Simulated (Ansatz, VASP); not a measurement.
# One calculation of MgO, two programs

INCAR

```
SYSTEM = MgO
PREC = Accurate
ENCUT = 600
EDIFF = 1E-6
ISMEAR = 0
SIGMA = 0.01
LREAL = .False.
LASPH = .True.
NELM = 120
ALGO = Normal
ISIF = 2
LWAVE = .False.
LCHARG = .False.
GGA = PE
NBANDS = 11
GGA_COMPAT = .False.
```

The input KPOINTS:

```
regular mesh
0
Gamma
  4 4 4
  0 0 0
```

The input POSCAR:

```
MgO
1.0
    0.0000000000      1.9898577500      1.9898577500
    1.9898577500      0.0000000000      1.9898577500
    1.9898577500      1.9898577500      0.0000000000
Mg O
1 1
Direct
    0.0000000000      0.0000000000      0.0000000000
    0.5000000000      0.5000000000      0.5000000000
```

Input for Ansatz:

```yaml
crystal:
  lattice:
    - [0.0, 1.98985775, 1.98985775]
    - [1.98985775, 0.0, 1.98985775]
    - [1.98985775, 1.98985775, 0.0]
  atoms:
    - { symbol: Mg, position: [0.0, 0.0, 0.0] }
    - { symbol: O, position: [0.5, 0.5, 0.5] }
basis:
  precision: f64
  xc_grid: 2
  ecutwfc: 700
  ecutrho_ratio: 4
kpoints:
  mp_grid: { grid: [4, 4, 4], shift: [0, 0, 0] }
hamiltonian:
  xc: pbe
  dispersion: none
  pseudopotentials:
    kind: paw
    azcp:
      Mg: "pseudopotentials/Mg.paw.azcp"
      O: "pseudopotentials/O.paw.azcp"
magnetization:
  spin_polarized: false
scf:
  lower_state_search: "off"
  max_iter: 200
  occupations: { method: fixed }
  convergence: { dr2_threshold: "1e-10 eV" }
output:
  forces: true
  stress: true
  eigenvalues: true
```

Alike in both runs: task single point; functional PBE; k mesh 4 × 4 × 4; no spin polarisation.

|  | VASP | Ansatz |
| --- | --- | --- |
| version | VASP 6.6.1 | Ansatz 0.2.0-dev |
| potentials or method | VASP PAW PBE potentials, release 64 (Mg, O), cutoff 600 eV | hard PAW set made for 700 eV |
| occupations | gaussian, width 0.01 eV | fixed |

```tsv
	VASP	Ansatz	Ansatz less VASP
gap on the k mesh at the Fermi level (eV)	6.56	6.57	+0.005
```

The k mesh is coarse, so the values compare programs but aren't converged.
